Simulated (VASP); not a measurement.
**Ta2N: single point with LDA**

Ta2N:

```
Ta N
1.0
     5.28246    0.00000    0.00000
    -2.64123    4.57474    0.00000
     0.00000    0.00000    4.92842
Ta N
6 3
Direct
  0.66726 0.66726 0.75214
  0.00000 0.33274 0.75214
  0.33274 0.00000 0.75214
  0.33274 0.33274 0.24786
  0.00000 0.66726 0.24786
  0.66726 0.00000 0.24786
  0.66667 0.33333 0.50000
  0.33333 0.66667 0.50000
  0.00000 0.00000 0.00000
```

* Program: VASP 6.6.1
* Task: single point
* Functional: LDA
* Potentials or basis: VASP PAW LDA potentials, release 64 (Ta_pv, N)
* Cutoff: 520 eV
* k mesh: 9 × 9 × 8
* Occupations: gaussian, width 0.1 eV
* Spin: no spin polarisation
* Dipole correction: no
* Further INCAR settings: ALGO = Normal; EDIFF = 1e-06; NBANDS = 50

* Pressure: -7.4 GPa
* Largest force: 0.013 eV/Å
* Band gap on the k mesh: zero (an odd number of electrons rules out a gap without spin polarisation)

Forces in eV/Å, atoms in the order of the input:
```
Ta  -0.003 -0.006  0.011
Ta  -0.003  0.006  0.011
Ta   0.007  0.000  0.011
Ta   0.003  0.006 -0.011
Ta   0.003 -0.006 -0.011
Ta  -0.007  0.000 -0.011
N    0.000  0.000  0.000
N    0.000  0.000  0.000
N    0.000  0.000  0.000
```

Levels at points of the mesh, in eV from the Fermi level:
| k point | band 39 | band 40 | band 41 | band 42 | band 43 | band 44 |
| --- | --- | --- | --- | --- | --- | --- |
| (0.00, 0.00, 0.00) | -0.47 | -0.47 | -0.36 | -0.15 | -0.15 | 0.67 |
| (0.00, 0.00, 0.50) | -1.39 | -1.39 | -0.99 | 0.59 | 0.59 | 0.79 |

Run time: 3.9 min on 1 thread of Intel(R) Xeon(R) 6975P-C (Granite Rapids), on a shared host, peak memory 0.44 GiB.

Caveat: the cell stands under tension; spin-orbit coupling is left out, which moves the levels of the heavy elements.
